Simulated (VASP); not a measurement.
# MnPt (P4/mmm) in VASP: further runs

MnPt is run at these levels: LDA+U; tasks: single point.

Program: VASP 6.6.1. These are calculated values, not measurements. Logs are shortened: lines on timing, memory, paths and dates and some standing lists are left out, and cuts for length are marked.

### Step 1. The cell of the first run

Symmetry: P4/mmm, No. 123, tetragonal system. The conventional cell has a = 2.726 Å, b = 2.726 Å, c = 3.712 Å, α = 90.00°, β = 90.00°, γ = 90.00°. Mn (site symmetry 4/mmm) has 8 Pt at 2.68 Å and 4 Mn at 2.73 Å within 3.5 Å. Pt (site symmetry 4/mmm) has 8 Mn at 2.68 Å and 4 Pt at 2.73 Å within 3.5 Å.

### Step 2. Single point, LDA+U, collinear spin, ferromagnetic start

INCAR reads:

```
SYSTEM = MnPt
PREC = Accurate
ENCUT = 520
EDIFF = 1E-6
ISMEAR = -1
SIGMA = 0.1
LREAL = .FALSE.
LASPH = .TRUE.
NELM = 150
ALGO = Normal
ISIF = 2
LWAVE = .FALSE.
LCHARG = .FALSE.
ISPIN = 2
MAGMOM = 4.5 4.5 0 0
LORBIT = 11
LMAXMIX = 4
LDAU = .TRUE.
LDAUTYPE = 2
LDAUL = 2 -1
LDAUU = 4.6 0
LDAUJ = 0 0
LDAUPRINT = 1
NBANDS = 35
```

KPOINTS reads:

```
regular mesh
0
G
  8 8 8
  0 0 0
```

POSCAR reads:

```
MnPt
1.0
   -2.7258966400     -2.7258966400      0.0000000000
   -2.7258966400      2.7258966400      0.0000000000
    0.0000000000      0.0000000000     -3.7120000000
Mn Pt
2 2
Direct
    0.0000000000      0.0000000000      0.0000000000
    0.5000000000      0.5000000000      0.0000000000
    0.0000000000      0.5000000000      0.5000000000
    0.5000000000      0.0000000000      0.5000000000
```

Potentials or basis: VASP PAW LDA potentials, release 64 (Mn_pv, Pt).

Started as:

```console
> cat potpaw_LDA.64/Mn_pv/POTCAR potpaw_LDA.64/Pt/POTCAR > POTCAR
> mpirun -np 1 vasp_std > vasp.out
```

OUTCAR:

```text
SYSTEM = MnPt
   PREC = Accurate
   ENCUT = 520
   EDIFF = 1E-6
   ISMEAR = -1
   LREAL = .FALSE.
   LASPH = .TRUE.
   NELM = 150
   ISIF = 2
   ISPIN = 2
   LORBIT = 11

 ion  position               nearest neighbor table
   1  0.000  0.000  0.000-   3 2.68   4 2.68   3 2.68   4 2.68   3 2.68   3 2.68   4 2.68   4 2.68
                             2 2.73   2 2.73   2 2.73   2 2.73
   2  0.500  0.500  0.000-   3 2.68   4 2.68   3 2.68   4 2.68   4 2.68   4 2.68   3 2.68   3 2.68
                             1 2.73   1 2.73   1 2.73   1 2.73
   3  0.000  0.500  0.500-   1 2.68   2 2.68   1 2.68   2 2.68   1 2.68   1 2.68   2 2.68   2 2.68
                             4 2.73   4 2.73   4 2.73   4 2.73
   4  0.500  0.000  0.500-   1 2.68   2 2.68   1 2.68   2 2.68   2 2.68   2 2.68   1 2.68   1 2.68
                             3 2.73   3 2.73   3 2.73   3 2.73
[... 7 lines left out ...]
 A1 = (  -2.7258966400,  -2.7258966400,   0.0000000000)
 A2 = (  -2.7258966400,   2.7258966400,   0.0000000000)
 A3 = (   0.0000000000,   0.0000000000,  -3.7120000000)

Analysis of symmetry for initial positions (statically):
=====================================================================
 Subroutine PRICEL returns following result:

  LATTYP: Found a simple tetragonal cell.
 ALAT       =     2.7258966400
 C/A-ratio  =     1.3617537604
[... 12 lines left out ...]
 Subroutine GETGRP returns: Found 16 space group operations
 (whereof 16 operations were pure point group operations)
 out of a pool of 16 trial point group operations.

The static configuration has the point symmetry D_4h.

Analysis of symmetry for dynamics (positions and initial velocities):
=====================================================================
 Subroutine PRICEL returns following result:

  LATTYP: Found a simple tetragonal cell.
 ALAT       =     2.7258966400
 C/A-ratio  =     1.3617537604
[... 12 lines left out ...]
 Subroutine GETGRP returns: Found 16 space group operations
 (whereof 16 operations were pure point group operations)
 out of a pool of 16 trial point group operations.

The dynamic configuration has the point symmetry D_4h.

Analysis of structural, dynamic, and magnetic symmetry:
=====================================================================
 Subroutine PRICEL returns following result:

  LATTYP: Found a simple tetragonal cell.
 ALAT       =     2.7258966400
 C/A-ratio  =     1.3617537604
[... 12 lines left out ...]
 Subroutine GETGRP returns: Found 16 space group operations
 (whereof 16 operations were pure point group operations)
 out of a pool of 16 trial point group operations.

The overall configuration has the point symmetry D_4h.

 Subroutine INISYM returns: Found 16 space group operations
 (whereof 16 operations are pure point group operations),
 and found     2 'primitive' translations

----------------------------------------------------------------------------------------

                                     Primitive cell

  volume of cell :      27.5821

  direct lattice vectors                    reciprocal lattice vectors
     0.000000000 -2.725896640  0.000000000     0.000000000 -0.366851767  0.000000000
    -2.725896640  0.000000000  0.000000000    -0.366851767  0.000000000  0.000000000
     0.000000000  0.000000000 -3.712000000     0.000000000  0.000000000 -0.269396552

  length of vectors
     2.725896640  2.725896640  3.712000000     0.366851767  0.366851767  0.269396552

  position of ions in fractional coordinates (direct lattice)
     0.000000000  0.000000000  0.000000000
     0.500000000  0.500000000  0.500000000

  ion indices of the primitive-cell ions
   primitive index   ion index
                 1           1
                 2           3

[... 135 lines left out ...]
  o =  0.0411  v =  0.0000  0.0000  0.0000  0.0000  0.0000 -0.0000 -0.0000 -0.0000 -0.0000 -1.0000      0.0000  0.0000  0.0000  0.0000  0.0000  0.0000  0.0000  0.0000  0.0000  0.0000
  o =  0.0425  v =  0.0000  0.0000  0.0000  0.0000  0.0000  0.0000  0.0000  1.0000  0.0000 -0.0000      0.0000  0.0000  0.0000  0.0000  0.0000  0.0000  0.0000  0.0000  0.0000  0.0000
  o =  0.0928  v =  0.0000  0.0000  0.0000  0.0000  0.0000  1.0000  0.0000 -0.0000  0.0000 -0.0000      0.0000  0.0000  0.0000  0.0000  0.0000  0.0000  0.0000  0.0000  0.0000  0.0000
  o =  0.1052  v =  0.0000  0.0000  0.0000  0.0000  0.0000  0.0000 -1.0000  0.0000  0.0045  0.0000      0.0000  0.0000  0.0000  0.0000  0.0000  0.0000  0.0000  0.0000  0.0000  0.0000
  o =  0.1052  v =  0.0000  0.0000  0.0000  0.0000  0.0000 -0.0000  0.0045 -0.0000  1.0000 -0.0000      0.0000  0.0000  0.0000  0.0000  0.0000  0.0000  0.0000  0.0000  0.0000  0.0000
  o =  0.9086  v =  0.0000 -0.1230  0.0000  0.9924 -0.0000  0.0000  0.0000  0.0000  0.0000  0.0000      0.0000  0.0000  0.0000  0.0000  0.0000  0.0000  0.0000  0.0000  0.0000  0.0000
  o =  0.9086  v =  0.0000 -0.9924 -0.0000 -0.1230 -0.0000  0.0000  0.0000  0.0000  0.0000  0.0000      0.0000  0.0000  0.0000  0.0000  0.0000  0.0000  0.0000  0.0000  0.0000  0.0000
  o =  0.9197  v =  1.0000  0.0000  0.0000  0.0000  0.0000  0.0000  0.0000  0.0000  0.0000  0.0000      0.0000  0.0000  0.0000  0.0000  0.0000  0.0000  0.0000  0.0000  0.0000  0.0000
  o =  0.9255  v =  0.0000  0.0000  0.0000 -0.0000 -1.0000  0.0000  0.0000  0.0000  0.0000  0.0000      0.0000  0.0000  0.0000  0.0000  0.0000  0.0000  0.0000  0.0000  0.0000  0.0000
  o =  0.9343  v =  0.0000 -0.0000  1.0000 -0.0000  0.0000  0.0000  0.0000  0.0000  0.0000  0.0000      0.0000  0.0000  0.0000  0.0000  0.0000  0.0000  0.0000  0.0000  0.0000  0.0000

atom =   2  type =  1  l = 2

 onsite density matrix

spin component  1

  0.9197  0.0000  0.0000  0.0000 -0.0000
  0.0000  0.9086  0.0000 -0.0000  0.0000
  0.0000  0.0000  0.9343 -0.0000  0.0000
  0.0000 -0.0000 -0.0000  0.9086 -0.0000
 -0.0000  0.0000  0.0000 -0.0000  0.9255

spin component  2

  0.0928 -0.0000 -0.0000 -0.0000  0.0000
 -0.0000  0.1052  0.0000  0.0000  0.0000
 -0.0000  0.0000  0.0425 -0.0000 -0.0000
 -0.0000  0.0000 -0.0000  0.1052  0.0000
  0.0000  0.0000 -0.0000  0.0000  0.0411

 occupancies and eigenvectors

  o =  0.0411  v =  0.0000  0.0000  0.0000  0.0000  0.0000  0.0000 -0.0000 -0.0000  0.0000 -1.0000      0.0000  0.0000  0.0000  0.0000  0.0000  0.0000  0.0000  0.0000  0.0000  0.0000
  o =  0.0425  v =  0.0000  0.0000  0.0000  0.0000  0.0000 -0.0000 -0.0000 -1.0000 -0.0000  0.0000      0.0000  0.0000  0.0000  0.0000  0.0000  0.0000  0.0000  0.0000  0.0000  0.0000
  o =  0.0928  v =  0.0000  0.0000  0.0000  0.0000  0.0000  1.0000  0.0000 -0.0000  0.0000  0.0000      0.0000  0.0000  0.0000  0.0000  0.0000  0.0000  0.0000  0.0000  0.0000  0.0000
  o =  0.1052  v =  0.0000  0.0000  0.0000  0.0000  0.0000  0.0000 -0.9997  0.0000 -0.0239  0.0000      0.0000  0.0000  0.0000  0.0000  0.0000  0.0000  0.0000  0.0000  0.0000  0.0000
  o =  0.1052  v =  0.0000  0.0000  0.0000  0.0000  0.0000  0.0000  0.0239 -0.0000 -0.9997 -0.0000      0.0000  0.0000  0.0000  0.0000  0.0000  0.0000  0.0000  0.0000  0.0000  0.0000
  o =  0.9086  v =  0.0000  0.0613  0.0000  0.9981  0.0000  0.0000  0.0000  0.0000  0.0000  0.0000      0.0000  0.0000  0.0000  0.0000  0.0000  0.0000  0.0000  0.0000  0.0000  0.0000
  o =  0.9086  v =  0.0000 -0.9981 -0.0000  0.0613  0.0000  0.0000  0.0000  0.0000  0.0000  0.0000      0.0000  0.0000  0.0000  0.0000  0.0000  0.0000  0.0000  0.0000  0.0000  0.0000
  o =  0.9197  v =  1.0000  0.0000  0.0000  0.0000  0.0000  0.0000  0.0000  0.0000  0.0000  0.0000      0.0000  0.0000  0.0000  0.0000  0.0000  0.0000  0.0000  0.0000  0.0000  0.0000
  o =  0.9255  v =  0.0000  0.0000 -0.0000 -0.0000  1.0000  0.0000  0.0000  0.0000  0.0000  0.0000      0.0000  0.0000  0.0000  0.0000  0.0000  0.0000  0.0000  0.0000  0.0000  0.0000
  o =  0.9343  v =  0.0000 -0.0000  1.0000 -0.0000  0.0000  0.0000  0.0000  0.0000  0.0000  0.0000      0.0000  0.0000  0.0000  0.0000  0.0000  0.0000  0.0000  0.0000  0.0000  0.0000

 number of electron      45.9999979 magnetization       9.0941055

 Free energy of the ion-electron system (eV)
  ---------------------------------------------------
  ext. energy  EPLUGINS =         0.00000000
  ---------------------------------------------------
  free energy    TOTEN  =       -30.75405334 eV

  energy without entropy =      -30.70190497  energy(sigma->0) =      -30.72797916

 E-fermi :  10.6114     XC(G=0): -13.4971

 val. band max:       10.5888932879   @ k =   0.1250   0.0000   0.1250
 cond. band min:      10.6333162177   @ k =   0.2500   0.2500   0.2500
 fundamental gap:      0.0444229299
 Fermi energy:        10.6113897592

 spin component 1

 k-point     1 :       0.0000    0.0000    0.0000
  band No.  band energies     occupation
      1     -39.1828      1.00000
      2     -39.1828      1.00000
      3     -39.0530      1.00000
      4     -39.0421      1.00000
      5     -39.0421      1.00000
      6     -39.0239      1.00000
[... 1817 lines left out ...]
     34      22.5972      0.00000
     35      24.3568      0.00000

 [... further k-points ...]
[... 5 lines left out ...]
  --------------------------------------------------------------------------------------
  -------------------------------------------------------------------------------------
  Total        7.5600836      7.5600836      2.9959260      0.0000000     -0.0000000      0.0000000
  in kB      219.5737652    219.5737652     87.0131597      0.0000000     -0.0000000      0.0000000
  external PRESSURE =     175.3868967 kB  Pullay stress =       0.0000000 kB

 VOLUME and BASIS-vectors are now :
 -----------------------------------------------------------------------------
  energy-cutoff  :      520.00
  volume of cell :       55.16
      direct lattice vectors                 reciprocal lattice vectors
    -2.725896640 -2.725896640  0.000000000    -0.183425884 -0.183425884  0.000000000
    -2.725896640  2.725896640  0.000000000    -0.183425884  0.183425884  0.000000000
     0.000000000  0.000000000 -3.712000000     0.000000000  0.000000000 -0.269396552

 POSITION                                       TOTAL-FORCE (eV/Angst)
 -----------------------------------------------------------------------------------
      0.00000      0.00000      0.00000         0.000000     -0.000000     -0.000000
     -2.72590      0.00000      0.00000         0.000000     -0.000000      0.000000
     -1.36295      1.36295     -1.85600        -0.000000      0.000000     -0.000000
     -1.36295     -1.36295     -1.85600        -0.000000      0.000000     -0.000000
 -----------------------------------------------------------------------------------
    total drift:                               -0.000000      0.000000      0.000000

  FREE ENERGIE OF THE ION-ELECTRON SYSTEM (eV)
  ---------------------------------------------------
  free  energy   TOTEN  =       -30.7540533369 eV

  energy  without entropy=      -30.7019049743  energy(sigma->0) =      -30.72797916

 total charge

# of ion       s       p       d       tot
------------------------------------------
    1        0.345   6.306   4.961  11.611
    2        0.345   6.306   4.961  11.611
    3        0.746   0.665   8.188   9.599
    4        0.746   0.665   8.188   9.599
--------------------------------------------------
tot          2.182  13.941  26.297  42.420

 magnetization (x)

# of ion       s       p       d       tot
------------------------------------------
    1        0.015   0.020   4.201   4.236
    2        0.015   0.020   4.201   4.236
    3       -0.042  -0.033   0.239   0.164
    4       -0.042  -0.033   0.239   0.164
--------------------------------------------------
tot         -0.054  -0.025   8.879   8.800
```

Run time: 1.9 min. Hardware: 1 thread of AMD EPYC 9R45 (Zen 5), shared host; peak memory 0.28 GiB.

What came out:

```
Free energy                                           : -30.7541 eV
Pressure                                              : 17.5 GPa
Net moment                                            : 9.09 μB per cell
Site moments                                          : Mn +4.24; Pt +0.16 μB
Valence electrons inside the program's atomic spheres : Mn 11.61; Pt 9.60
```

Eigenvalues of the final occupation matrices:
| site | spin | trace | eigenvalues |
| --- | --- | --- | --- |
| site 1 d | 1 | 4.60 | 0.91 0.91 0.92 0.93 0.93 |
| site 1 d | 2 | 0.39 | 0.04 0.04 0.09 0.11 0.11 |
| site 2 d | 1 | 4.60 | 0.91 0.91 0.92 0.93 0.93 |
| site 2 d | 2 | 0.39 | 0.04 0.04 0.09 0.11 0.11 |

Caveat: spin-orbit coupling is left out, which moves the levels of the heavy elements; the U is typed as a test and isn't derived for this compound.

### Step 3. Single point, LDA+U, collinear spin, antiferromagnetic start

INCAR reads:

```
SYSTEM = MnPt
PREC = Accurate ; ENCUT = 520
EDIFF = 1E-6 ; ISMEAR = -1
SIGMA = 0.1 ; LREAL = .False.
LASPH = .True. ; NELM = 150
ALGO = Normal ; ISIF = 2
LWAVE = .False. ; LCHARG = .False.
ISPIN = 2 ; MAGMOM = 4.5 -4.5 0 0
LORBIT = 11 ; LMAXMIX = 4
LDAU = .True. ; LDAUTYPE = 2
LDAUL = 2 -1 ; LDAUU = 4.6 0
LDAUJ = 0 0 ; LDAUPRINT = 1
NBANDS = 35
```

KPOINTS reads:

```
Automatic mesh
0
Gamma
  8 8 8
  0 0 0
```

POSCAR is that of step 2.

Potentials or basis: VASP PAW LDA potentials, release 64 (Mn_pv, Pt).

Started as:

```console
> cat potpaw_LDA.64/Mn_pv/POTCAR potpaw_LDA.64/Pt/POTCAR > POTCAR
> mpirun -np 1 vasp_std > vasp.out
```

Wall time 1.8 min (1 thread of AMD EPYC 9R45 (Zen 5), shared host); peak memory 0.28 GiB.

It converged, with:

| Quantity | Value |
| --- | --- |
| Free energy | -31.3089 eV |
| Pressure | 13.1 GPa |
| Band gap on the k mesh | zero (filled and empty bands overlap) |
| Net moment | 0.00 μB per cell |
| Site moments | Mn +4.21, -4.21; Pt +0.00 μB |
| Valence electrons inside the program's atomic spheres | Mn 11.60; Pt 9.60 |

Stress tensor (GPa, compression positive):
```
15.74  0.00  0.00
 0.00 15.74  0.00
 0.00  0.00  7.78
```

Levels at points of the mesh, in eV from the Fermi level:
Spin up:
```tsv
k point	band 21	band 22	band 23	band 24	band 25	band 26
(0.00, 0.00, 0.00)	-0.92	0.42	1.02	1.02	1.83	2.53
(0.50, 0.00, 0.00)	-2.82	-2.69	-1.46	1.44	1.55	2.08
(0.50, 0.50, 0.00)	-2.18	-1.98	-1.98	1.42	1.42	1.80
(0.00, 0.00, 0.50)	-2.18	-1.03	0.43	0.93	0.93	1.06
(0.50, 0.00, 0.50)	-2.89	-2.88	-1.56	-0.29	0.92	1.89
(0.50, 0.50, 0.50)	-1.31	-1.31	-1.24	-1.11	-0.73	1.90
```
Spin down:
```csv
k point,band 20,band 21,band 22,band 23,band 24,band 25,band 26,band 27
"(0.00, 0.00, 0.00)",-1.32,-0.92,0.42,1.02,1.02,1.83,2.53,2.68
"(0.50, 0.00, 0.00)",-3.01,-2.82,-2.69,-1.46,1.44,1.55,2.08,2.57
"(0.50, 0.50, 0.00)",-2.93,-2.18,-1.98,-1.98,1.42,1.42,1.80,1.80
"(0.00, 0.00, 0.50)",-2.52,-2.18,-1.03,0.43,0.93,0.93,1.06,2.40
"(0.50, 0.00, 0.50)",-3.07,-2.89,-2.88,-1.56,-0.29,0.92,1.89,2.05
"(0.50, 0.50, 0.50)",-1.38,-1.31,-1.31,-1.24,-1.11,-0.73,1.90,1.90
```

Eigenvalues of the final occupation matrices:
```
    site  spin  trace               eigenvalues
site 1 d     1   4.55  0.90 0.90 0.91 0.91 0.93
site 1 d     2   0.41  0.05 0.07 0.07 0.11 0.11
site 2 d     1   0.41  0.05 0.07 0.07 0.11 0.11
site 2 d     2   4.55  0.90 0.90 0.91 0.91 0.93
```

Caveat: spin-orbit coupling is left out, which moves the levels of the heavy elements; the U is typed as a test and isn't derived for this compound. The state reached can hang on the start; a lower one may exist.
